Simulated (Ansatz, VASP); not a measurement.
## Ge32H20CO in VASP and in Ansatz

```
Ge H O C
1.0
     8.00162    8.00162    0.00000
    -8.00162    8.00162    0.00000
     0.00000    0.00000   20.91290
Ge H O C
32 20 1 1
Direct
  0.68993 0.31520 0.34218
  0.81630 0.68721 0.34307
  0.05023 0.95977 0.36543
  0.32196 0.19375 0.34250
  0.96990 0.53366 0.38405
  0.20064 0.80055 0.34701
  0.47085 0.03579 0.38273
  0.53893 0.47136 0.38305
  0.88211 0.38685 0.30396
  0.88302 0.87950 0.30258
  0.13196 0.12162 0.29922
  0.38970 0.38647 0.30443
  0.11376 0.62005 0.30306
  0.38367 0.88686 0.30405
  0.61534 0.12418 0.30276
  0.62577 0.61585 0.30217
  0.00000 0.25107 0.23473
  0.00022 0.74814 0.22956
  0.25452 0.99659 0.22881
  0.49891 0.25005 0.22886
  0.24929 0.50057 0.23537
  0.50145 0.75019 0.23554
  0.74860 0.00190 0.23488
  0.75185 0.49813 0.22857
  0.87500 0.12500 0.16446
  0.87500 0.62500 0.16446
  0.12500 0.87500 0.16446
  0.37500 0.12500 0.16446
  0.12500 0.37500 0.16446
  0.37500 0.62500 0.16446
  0.62500 0.87500 0.16446
  0.62500 0.37500 0.16446
  0.95102 0.04898 0.11954
  0.79898 0.20102 0.11954
  0.95102 0.54898 0.11954
  0.79898 0.70102 0.11954
  0.20102 0.79898 0.11954
  0.04898 0.95102 0.11954
  0.45102 0.04898 0.11954
  0.29898 0.20102 0.11954
  0.20102 0.29898 0.11954
  0.04898 0.45102 0.11954
  0.45102 0.54898 0.11954
  0.29898 0.70102 0.11954
  0.70102 0.79898 0.11954
  0.54898 0.95102 0.11954
  0.70102 0.29898 0.11954
  0.54898 0.45102 0.11954
  0.10893 0.89604 0.43566
  0.34451 0.87721 0.47077
  0.33705 0.71963 0.47740
  0.25487 0.81020 0.53167
  0.18539 0.79765 0.44089
  0.28620 0.80205 0.48214
```

Alike in both runs: task single point; functional PBE; dispersion D3(BJ); k mesh 1 × 1 × 1; occupations gaussian, width 0.03 eV; no spin polarisation.

|  | VASP | Ansatz |
| --- | --- | --- |
| version | VASP 6.6.1 | Ansatz 0.2.0 |
| potentials or method | VASP PAW PBE potentials, release 64 (Ge_d, H, O, C), cutoff 520 eV | scalar-relativistic, plane waves, PAW |
| valence electrons in the cell | 478 | 478 |

|  | VASP | Ansatz | Ansatz less VASP |
| --- | --- | --- | --- |
| rms of the force components (eV/Å) | 0.122 | 0.120 | -0.0018 |
